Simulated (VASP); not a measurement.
Write the native input for VASP 6.6.1 that does the following.

```
Task                   : single point
Functional             : PBEsol
Potentials or basis    : VASP PAW PBE potentials, release 64 (Al, P)
Cutoff                 : 500 eV
k mesh                 : 6 × 6 × 6
Occupations            : methfessel-paxton, width 0.05 eV
Spin                   : no spin polarisation
Dipole correction      : no
Further INCAR settings : ALGO = Normal; EDIFF = 1e-06; NBANDS = 11
```

The structure of AlP lies in POSCAR:

```
AlP
1.0
    0.0000000000      2.7392607939      2.7392607939
    2.7392607939      0.0000000000      2.7392607939
    2.7392607939      2.7392607939      0.0000000000
Al P
1 1
Direct
    0.0000000000      0.0000000000      0.0000000000
    0.2500000000      0.2500000000      0.2500000000
```

These files were run (other wordings do the same):

INCAR

```
SYSTEM = AlP
PREC = Accurate ; ENCUT = 500
EDIFF = 1E-6 ; ISMEAR = 1
SIGMA = 0.05 ; LREAL = .False.
LASPH = .True. ; NELM = 120
ALGO = Normal ; ISIF = 2
LWAVE = .False. ; LCHARG = .False.
GGA = PS ; NBANDS = 11
GGA_COMPAT = .False.
```

KPOINTS

```
Automatic mesh
0
Gamma
  6 6 6
  0 0 0
```

Potentials or basis: VASP PAW PBE potentials, release 64 (Al, P).

Run with:

```console
$ cat potpaw_PBE.64/Al/POTCAR potpaw_PBE.64/P/POTCAR > POTCAR
$ mpirun -np 1 vasp_std > vasp.out
```

It gave:

| Quantity | Value |
| --- | --- |
| Pressure | -0.3 GPa |
| Band gap on the k mesh | 1.45 eV (least direct gap 3.12 eV) |

Caveat: the PAW data sets were made with another functional, which shifts forces and pressure a little.

It took 8.4 s on 1 thread of AMD EPYC 7R43 64-Core Processor (Zen 3) (shared host), peak memory 0.11 GiB.
